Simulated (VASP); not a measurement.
# CS2 (Cmce) in VASP: a series of runs

The runs below take CS2 through single point, with PBEsol.

Program: VASP 6.6.1. These are calculated values, not measurements. Logs are shortened: lines on timing, memory, paths and dates and some standing lists are left out, and cuts for length are marked.

## Step 1: The cell of the first run

Symmetry: Cmce, No. 64, orthorhombic system. Conventional cell: a = 4.499 Å, b = 4.427 Å, c = 7.251 Å, α = 90.00°, β = 90.00°, γ = 90.00°. S (site symmetry m) has 1 C at 1.57 Å within 2.1 Å. C (site symmetry 2/m) has 2 S at 1.57 Å within 2.1 Å.

## Step 2: Single point, PBEsol

Input file INCAR:

```
SYSTEM = CS2
  PREC = Accurate
  ENCUT = 520
  EDIFF = 1E-6
  ISMEAR = -1
  SIGMA = 0.05
  LREAL = .FALSE.
  LASPH = .TRUE.
  NELM = 80
  ALGO = Normal
  ISIF = 2
  LWAVE = .FALSE.
  LCHARG = .TRUE.
  GGA = PS
  LELF = .TRUE.
  LVHAR = .TRUE.
  NBANDS = 25
```

Input file KPOINTS:

```
regular mesh
0
G
  6 6 3
  0 0 0
```

Input file POSCAR:

```
CS2
1.0
    2.2497452761     -2.2136436337      0.0000000000
    2.2497452761      2.2136436337      0.0000000000
    0.0000000000      0.0000000000      7.2512374737
S C
4 2
Direct
    0.2657415736      0.7342584264      0.8576619104
    0.2342584264      0.7657415736      0.3576619104
    0.7657415736      0.2342584264      0.6423380896
    0.7342584264      0.2657415736      0.1423380896
    0.5000000000      0.5000000000      0.5000000000
    0.0000000000      0.0000000000      0.0000000000
```

Potentials or basis: VASP PAW PBE potentials, release 64 (S, C).

Started as:

```sh
cat potpaw_PBE.64/S/POTCAR potpaw_PBE.64/C/POTCAR > POTCAR
mpirun -np 1 vasp_std > vasp.out
```

OUTCAR:

```text
SYSTEM = CS2
   PREC = Accurate
   ENCUT = 520
   EDIFF = 1E-6
   ISMEAR = -1
   LREAL = .FALSE.
   LASPH = .TRUE.
   NELM = 80
   ISIF = 2
   GGA = PS

 ion  position               nearest neighbor table
   1  0.266  0.734  0.858-   6 1.57   3 2.71   3 2.71   3 2.74   3 2.74
   2  0.234  0.766  0.358-   5 1.57   4 2.71   4 2.71   4 2.74   4 2.74
   3  0.766  0.234  0.642-   5 1.57   1 2.71   1 2.71   1 2.74   1 2.74
   4  0.734  0.266  0.142-   6 1.57   2 2.71   2 2.71   2 2.74   2 2.74
   5  0.500  0.500  0.500-   2 1.57   3 1.57
   6  0.000  0.000  0.000-   1 1.57   4 1.57

  LATTYP: Found a base centered orthorhombic cell.
 ALAT       =     4.4272872674
 B/A-ratio  =     1.0163086966
 C/A-ratio  =     1.6378511345

  Lattice vectors:

 A1 = (  -2.2497452761,  -2.2136436337,   0.0000000000)
 A2 = (   2.2497452761,  -2.2136436337,   0.0000000000)
 A3 = (   0.0000000000,   0.0000000000,   7.2512374737)

Analysis of symmetry for initial positions (statically):
=====================================================================
 Subroutine PRICEL returns:
 Original cell was already a primitive cell.

 Routine SETGRP: Setting up the symmetry group for a
 base centered orthorhombic supercell.

 Subroutine GETGRP returns: Found  8 space group operations
 (whereof  4 operations were pure point group operations)
 out of a pool of  8 trial point group operations.

The static configuration has the point symmetry C_2h.
 The point group associated with its full space group is D_2h.

Analysis of symmetry for dynamics (positions and initial velocities):
=====================================================================
 Subroutine PRICEL returns:
 Original cell was already a primitive cell.

 Routine SETGRP: Setting up the symmetry group for a
 base centered orthorhombic supercell.

 Subroutine GETGRP returns: Found  8 space group operations
 (whereof  4 operations were pure point group operations)
 out of a pool of  8 trial point group operations.

The dynamic configuration has the point symmetry C_2h.
 The point group associated with its full space group is D_2h.

 Subroutine INISYM returns: Found  8 space group operations
 (whereof  4 operations are pure point group operations),
 and found     1 'primitive' translations

----------------------------------------------------------------------------------------

                                     Primitive cell

  volume of cell :      72.2243

  direct lattice vectors                    reciprocal lattice vectors
     2.249745276 -2.213643634  0.000000000     0.222247383 -0.225871948  0.000000000
     2.249745276  2.213643634  0.000000000     0.222247383  0.225871948  0.000000000
     0.000000000  0.000000000  7.251237474     0.000000000  0.000000000  0.137907496

  length of vectors
     3.156195803  3.156195803  7.251237474     0.316878583  0.316878583  0.137907496

  position of ions in fractional coordinates (direct lattice)
     0.265741574  0.734258426  0.857661910
     0.234258426  0.765741574  0.357661910
     0.765741574  0.234258426  0.642338090
     0.734258426  0.265741574  0.142338090
     0.500000000  0.500000000  0.500000000
     0.000000000  0.000000000  0.000000000

  ion indices of the primitive-cell ions
   primitive index   ion index
                 1           1
                 2           2
                 3           3
                 4           4
                 5           5
                 6           6

----------------------------------------------------------------------------------------

 KPOINTS: regular mesh

Automatic generation of k-mesh.
 Grid dimensions read from file:
 generate k-points for:    6    6    3

 Generating k-lattice:

  Cartesian coordinates                     Fractional coordinates (reciprocal lattice)
     0.037041230 -0.037645325  0.000000000     0.166666667  0.000000000  0.000000000
     0.037041230  0.037645325  0.000000000     0.000000000  0.166666667  0.000000000
     0.000000000  0.000000000  0.045969165     0.000000000  0.000000000  0.333333333

  Length of vectors
     0.052813097  0.052813097  0.045969165

  Shift w.r.t. Gamma in fractional coordinates (k-lattice)
     0.000000000  0.000000000  0.000000000

 Subroutine IBZKPT returns following result:
 ===========================================

 Found     26 irreducible k-points:

 Following reciprocal coordinates:
            Coordinates               Weight
  0.000000  0.000000  0.000000      1.000000
  0.166667 -0.000000  0.000000      4.000000
  0.333333 -0.000000  0.000000      4.000000
  0.500000  0.000000  0.000000      2.000000
  0.166667  0.166667  0.000000      2.000000
  0.333333  0.166667  0.000000      4.000000
[... 16 lines left out ...]
  0.333333  0.333333  0.333333      4.000000
  0.500000  0.333333  0.333333      8.000000
 [... further k-points ...]
   k-points           NKPTS =     26   k-points in BZ     NKDIM =     26   number of bands    NBANDS=     25
   number of dos      NEDOS =    301   number of ions     NIONS =      6
   total plane-waves  NPLWV =  31104
   dimension x,y,z NGX =    24 NGY =   24 NGZ =   54
   dimension x,y,z NGXF=    48 NGYF=   48 NGZF=  108
   ions per type =               4   2
   NGX,Y,Z   is equivalent  to a cutoff of  12.64, 12.64, 12.38 a.u.
   NGXF,Y,Z  is equivalent  to a cutoff of  25.28, 25.28, 24.76 a.u.
 SYSTEM =  CS2
   PREC   = accura    normal or accurate (medium, high low for compatibility)
   ISTART =      0    job   : 0-new  1-cont  2-samecut
   ICHARG =      2    charge: 1-file 2-atom 10-const
   ISPIN  =      1    spin polarized calculation?
   LNONCOLLINEAR =      F non collinear calculations
   LSORBIT =      F    spin-orbit coupling
   LASPH  =      T    aspherical Exc in radial PAW
   ENCUT  =  520.0 eV  38.22 Ry    6.18 a.u.   5.87  5.87 13.48*2*pi/ulx,y,z
   NELM   =     80;   NELMIN=  2; NELMDL= -5     # of ELM steps
   EDIFF  = 0.1E-05   stopping-criterion for ELM
   LREAL  =      F    real-space projection
   EDIFFG = 0.1E-04   stopping-criterion for IOM
   NSW    =      0    number of steps for IOM
   IBRION =     -1    ionic relax: 0-MD 1-quasi-New 2-CG
   NFREE  =      0    steps in history (QN), initial steepest desc. (CG)
   ISIF   =      2    stress and relaxation
   ISYM   =      2    0-nonsym 1-usesym 2-fastsym
   POTIM  = 0.5000    time-step for ionic-motion
   TEBEG  =    0.0;   TEEND  =   0.0 temperature during run
   PSTRESS=    0.0 pullay stress
   NELECT =      32.0000    total number of electrons
   NUPDOWN=      -1.0000    fix difference up-down
   EMIN   =  10.00;   EMAX   =-10.00  energy-range for DOS
   EFERMI =   0.00;   METHOD = LEGACY
   ISMEAR =    -1;   SIGMA  =   0.05  broadening in eV -4-tet -1-fermi 0-gaus
   EFERMI_NEDOS =   21; number of points for ismear=-14 and -15
   IALGO  =     38    algorithm
   IMIX   =      4    mixing-type and parameters
     AMIX     =   0.40;   BMIX     =  1.00
     AMIX_MAG =   1.60;   BMIX_MAG =  1.00
  volume/ion in A,a.u.               =      12.04        81.23
  Fermi-wavevector in a.u.,A,eV,Ry     =   1.248046  2.358464 21.192675  1.557618
  Thomas-Fermi vector in A             =   2.382150
   LORBIT       =      0    0 simple, 1 ext, 2 COOP (PROOUT), +10 PAW based schemes
   GGA     = PS    functional components
   LHFCALC =     F    Hartree Fock is set to
   AEXX    =    0.0000 exact exchange contribution
   IVDW    =     0    specifies the selected vdW correction
   LEPSILON=     F    determine dielectric tensor
   LRPA    =     F    only Hartree local field effects (RPA)
 non-spin polarized calculation
  energy-cutoff  :      520.00
  volume of cell :       72.22
 maximum number of plane-waves:      1966
   NGX = 11   NGY = 11   NGZ = 27

 number of electron      32.0000002 magnetization

 Free energy of the ion-electron system (eV)
  ---------------------------------------------------
  ext. energy  EPLUGINS =         0.00000000
  ---------------------------------------------------
  free energy    TOTEN  =       -30.72445905 eV

  energy without entropy =      -30.71876923  energy(sigma->0) =      -30.72161414

 E-fermi :   8.3279     XC(G=0): -11.6491

 val. band max:        8.3110910810   @ k =   0.1667   0.1667   0.0000
 cond. band min:       8.4602988543   @ k =  -0.3333   0.3333   0.0000
 fundamental gap:      0.1492077734
 Fermi energy:         8.3278764887

 k-point     1 :       0.0000    0.0000    0.0000
  band No.  band energies     occupation
      1     -10.6319      2.00000
      2      -9.1621      2.00000
      3      -7.8993      2.00000
      4      -5.1476      2.00000
      5      -0.7785      2.00000
      6       0.5445      2.00000
[... 17 lines left out ...]
     24      16.7870      0.00000
     25      17.1678      0.00000

 k-point     2 :       0.1667   -0.0000    0.0000
  band No.  band energies     occupation
      1     -10.3378      2.00000
      2      -8.9447      2.00000
      3      -7.6749      2.00000
      4      -5.3613      2.00000
      5      -0.9708      2.00000
      6       0.4952      2.00000
[... 17 lines left out ...]
     24      16.5956      0.00000
     25      17.0689      0.00000

 k-point     3 :       0.3333   -0.0000    0.0000
  band No.  band energies     occupation
      1      -9.5166      2.00000
      2      -8.4508      2.00000
      3      -7.1696      2.00000
      4      -6.1208      2.00000
      5      -1.7497      2.00000
      6      -0.3374      2.00000
[... 17 lines left out ...]
     24      16.9481      0.00000
     25      17.1653      0.00000

 k-point     4 :       0.5000    0.0000    0.0000
  band No.  band energies     occupation
      1      -8.5185      2.00000
      2      -8.5185      2.00000
      3      -6.8242      2.00000
      4      -6.8242      2.00000
      5      -1.8046      2.00000
      6      -1.8046      2.00000
[... 17 lines left out ...]
     24      15.9897      0.00000
     25      17.0400      0.00000

 k-point     5 :       0.1667    0.1667    0.0000
  band No.  band energies     occupation
      1     -10.0697      2.00000
      2      -8.7314      2.00000
      3      -7.4731      2.00000
      4      -5.4157      2.00000
      5      -0.7002      2.00000
      6       0.0874      2.00000
[... 17 lines left out ...]
     24      16.0634      0.00000
     25      16.4149      0.00000

 k-point     6 :       0.3333    0.1667    0.0000
  band No.  band energies     occupation
      1      -9.2937      2.00000
      2      -8.2351      2.00000
      3      -6.9966      2.00000
      4      -5.9761      2.00000
      5      -1.3487      2.00000
      6      -0.3065      2.00000
[... 17 lines left out ...]
     24      15.8379      0.00000
     25      16.5832      0.00000
[... 393 lines left out ...]
 k-point    21 :      -0.3333    0.1667    0.3333
  band No.  band energies     occupation
      1      -9.0346      2.00000
      2      -8.5952      2.00000
      3      -6.6656      2.00000
      4      -6.2771      2.00000
      5      -1.3767      2.00000
      6      -0.2504      2.00000
[... 17 lines left out ...]
     24      16.0968      0.00000
     25      16.7361      0.00000

 k-point    22 :      -0.1667    0.1667    0.3333
  band No.  band energies     occupation
      1      -9.8217      2.00000
      2      -9.2507      2.00000
      3      -6.7784      2.00000
      4      -5.9113      2.00000
      5      -1.0471      2.00000
      6      -0.2122      2.00000
[... 17 lines left out ...]
     24      16.2213      0.00000
     25      16.4493      0.00000

 k-point    23 :       0.3333    0.3333    0.3333
  band No.  band energies     occupation
      1      -8.4673      2.00000
      2      -8.0531      2.00000
      3      -6.3239      2.00000
      4      -6.0540      2.00000
      5      -1.3531      2.00000
      6      -1.1805      2.00000
[... 17 lines left out ...]
     24      15.4852      0.00000
     25      18.4544      0.00000

 k-point    24 :       0.5000    0.3333    0.3333
  band No.  band energies     occupation
      1      -7.8193      2.00000
      2      -7.6752      2.00000
      3      -6.3797      2.00000
      4      -6.3393      2.00000
      5      -1.3411      2.00000
      6      -0.9550      2.00000
[... 17 lines left out ...]
     24      16.1330      0.00000
     25      18.9413      0.00000

 [... further k-points ...]
[... 5 lines left out ...]
  --------------------------------------------------------------------------------------
  -------------------------------------------------------------------------------------
  Total       13.5442406     12.8371531     13.0000318      0.0000000      0.0000000      0.0000000
  in kB      300.4568187    284.7712387    288.3844352      0.0000000      0.0000000      0.0000000
  external PRESSURE =     291.2041642 kB  Pullay stress =       0.0000000 kB

 VOLUME and BASIS-vectors are now :
 -----------------------------------------------------------------------------
  energy-cutoff  :      520.00
  volume of cell :       72.22
      direct lattice vectors                 reciprocal lattice vectors
     2.249745276 -2.213643634  0.000000000     0.222247383 -0.225871948  0.000000000
     2.249745276  2.213643634  0.000000000     0.222247383  0.225871948  0.000000000
     0.000000000  0.000000000  7.251237474     0.000000000  0.000000000  0.137907496

 POSITION                                       TOTAL-FORCE (eV/Angst)
 -----------------------------------------------------------------------------------
      2.24975      1.03713      6.21911         0.000000      0.162705      0.165060
      2.24975      1.17651      2.59349         0.000000     -0.162705      0.165060
      2.24975     -1.17651      4.65775         0.000000      0.162705     -0.165060
      2.24975     -1.03713      1.03213         0.000000     -0.162705     -0.165060
      2.24975      0.00000      3.62562        -0.000000      0.000000      0.000000
      0.00000      0.00000      0.00000         0.000000     -0.000000      0.000000
 -----------------------------------------------------------------------------------
    total drift:                               -0.000000      0.000000      0.000000

  FREE ENERGIE OF THE ION-ELECTRON SYSTEM (eV)
  ---------------------------------------------------
  free  energy   TOTEN  =       -30.7244590480 eV

  energy  without entropy=      -30.7187692293  energy(sigma->0) =      -30.72161414
```

Wall time 55 s (1 thread of Intel Xeon 8259CL, shared host); peak memory 0.19 GiB.

What came out:

```yaml
Free_energy: -30.7245 eV
Pressure: 29.1 GPa
Largest_force: 0.232 eV/Å
Band_gap_on_the_k_mesh: zero (bands 16 and 17 overlap by 1.42 eV)
```

Forces on the atoms (eV/Å):
```
S    0.000  0.163  0.165
S    0.000 -0.163  0.165
S    0.000  0.163 -0.165
S    0.000 -0.163 -0.165
C    0.000  0.000  0.000
C    0.000  0.000  0.000
```

Stress tensor (GPa, compression positive):
```
30.05  0.00  0.00
 0.00 28.48  0.00
 0.00  0.00 28.84
```

Caveat: the cell stands under pressure; this functional lacks dispersion, which holds the molecules together, so the pressure and a relaxed volume are unreliable; the PAW data sets were made with another functional, which shifts forces and pressure a little.

## Step 3: Single point, PBEsol

This run uses another cell than the first one, of 13.63 Å³/atom.

Input file INCAR:

```
SYSTEM = CS2
PREC     = Accurate       ! precision mode
ENCUT    = 520            ! plane-wave cutoff, eV
EDIFF    = 1E-6           ! SCF threshold, eV
ISMEAR   = -1             ! smearing method
SIGMA    = 0.05           ! smearing width, eV
LREAL    = .False.        ! projectors in reciprocal space
LASPH    = .True.         ! aspherical terms in the spheres
NELM     = 60             ! most SCF steps
ALGO     = Normal         ! electronic algorithm
ISIF     = 2              ! what is computed and relaxed
LWAVE    = .False.        ! write WAVECAR
LCHARG   = .False.        ! write CHGCAR
GGA      = PS             ! functional
NBANDS   = 25             ! bands
```

Input file KPOINTS:

```
regular mesh
0
Gamma
  6 6 3
  0 0 0
```

Input file POSCAR:

```
CS2
1.0
    2.3674660437     -2.2638589929      0.0000000000
    2.3674660437      2.2638589929      0.0000000000
    0.0000000000      0.0000000000      7.6275379787
S C
4 2
Direct
    0.2508310994      0.7491689006      0.8604232506
    0.2491689006      0.7508310994      0.3604232506
    0.7508310994      0.2491689006      0.6395767494
    0.7491689006      0.2508310994      0.1395767494
    0.5000000000      0.5000000000      0.5000000000
    0.0000000000      0.0000000000      0.0000000000
```

Potentials or basis: VASP PAW PBE potentials, release 64 (S, C).

Started as:

```sh
cat potpaw_PBE.64/S/POTCAR potpaw_PBE.64/C/POTCAR > POTCAR
mpirun -np 1 vasp_std > vasp.out
```

It took 57 s on 1 thread of Intel Xeon 8259CL, shared host; peak memory 0.19 GiB.

It converged, with:

```
Free energy            : -32.2059 eV
Pressure               : 19.2 GPa
Largest force          : 0.234 eV/Å
Band gap on the k mesh : zero (bands 16 and 17 overlap by 0.38 eV)
```

Forces in eV/Å, atoms in the order of the input:
```
S    0.000  0.165  0.166
S    0.000 -0.165  0.166
S    0.000  0.165 -0.166
S    0.000 -0.165 -0.166
C    0.000  0.000  0.000
C    0.000  0.000  0.000
```

Stress tensor (GPa, compression positive):
```
20.06  0.00  0.00
 0.00 18.65  0.00
 0.00  0.00 18.80
```

Levels at points of the mesh, in eV from the Fermi level:
| k point | band 14 | band 15 | band 16 | band 17 | band 18 | band 19 |
| --- | --- | --- | --- | --- | --- | --- |
| (0.00, 0.00, 0.00) | -2.54 | -2.23 | -0.79 | -0.30 | 0.57 | 2.30 |
| (0.50, 0.00, 0.00) | -1.79 | -1.07 | -1.07 | 1.43 | 1.43 | 3.17 |
| (0.50, 0.50, 0.00) | -4.04 | -2.29 | -0.46 | 0.02 | 1.37 | 3.22 |

Caveat: the cell stands under pressure; this functional lacks dispersion, which holds the molecules together, so the pressure and a relaxed volume are unreliable; the PAW data sets were made with another functional, which shifts forces and pressure a little.

## Step 4: Single point, PBEsol

This run uses another cell than the first one, of 16.05 Å³/atom.

Input file INCAR:

```
SYSTEM = CS2
PREC = Accurate
ENCUT = 520
EDIFF = 1E-7
ISMEAR = -1
SIGMA = 0.05
LREAL = .False.
LASPH = .True.
NELM = 100
ALGO = Normal
ISIF = 2
LWAVE = .False.
LCHARG = .False.
GGA = PS
NBANDS = 25
```

Input file KPOINTS:

```
Automatic mesh
0
Gamma
  6 6 3
  0 0 0
```

Input file POSCAR:

```
CS2
1.0
    2.5350324305     -2.3543486329      0.0000000000
    2.5350324305      2.3543486329      0.0000000000
    0.0000000000      0.0000000000      8.0674983173
S C
4 2
Direct
    0.2337503292      0.7662496708      0.8637945342
    0.2662496708      0.7337503292      0.3637945342
    0.7337503292      0.2662496708      0.6362054658
    0.7662496708      0.2337503292      0.1362054658
    0.5000000000      0.5000000000      0.5000000000
    0.0000000000      0.0000000000      0.0000000000
```

Started as:

```sh
cat potpaw_PBE.64/S/POTCAR potpaw_PBE.64/C/POTCAR > POTCAR
mpirun -np 1 vasp_std > vasp.out
```

Wall time 87 s (1 thread of Intel Xeon 8259CL, shared host); peak memory 0.22 GiB.

Results (log left out):

* Free energy: -33.5445 eV
* Pressure: 9.3 GPa
* Largest force: 0.228 eV/Å
* Band gap on the k mesh: 0.97 eV (least direct gap 1.24 eV)

Forces on the atoms (eV/Å):
```
S    0.000  0.156  0.166
S    0.000 -0.156  0.166
S    0.000  0.156 -0.166
S    0.000 -0.156 -0.166
C    0.000  0.000  0.000
C    0.000  0.000  0.000
```

Stress tensor (GPa, compression positive):
```
10.00  0.00  0.00
 0.00  8.90  0.00
 0.00  0.00  8.89
```

Levels at points of the mesh, in eV from the valence-band top:
| k point | band 14 | band 15 | band 16 | band 17 | band 18 | band 19 |
| --- | --- | --- | --- | --- | --- | --- |
| (0.00, 0.00, 0.00) | -1.87 | -1.81 | -0.45 | 0.97 | 1.41 | 2.84 |
| (0.50, 0.00, 0.00) | -1.35 | -0.65 | -0.65 | 2.06 | 2.06 | 3.35 |
| (0.50, 0.50, 0.00) | -3.27 | -1.58 | -0.26 | 0.98 | 1.99 | 4.21 |

Caveat: the cell stands under pressure; this functional lacks dispersion, which holds the molecules together, so the pressure and a relaxed volume are unreliable; the PAW data sets were made with another functional, which shifts forces and pressure a little; an odd mesh through Γ misses points on the zone boundary, where band edges can lie.

[end of part 1 of 2]
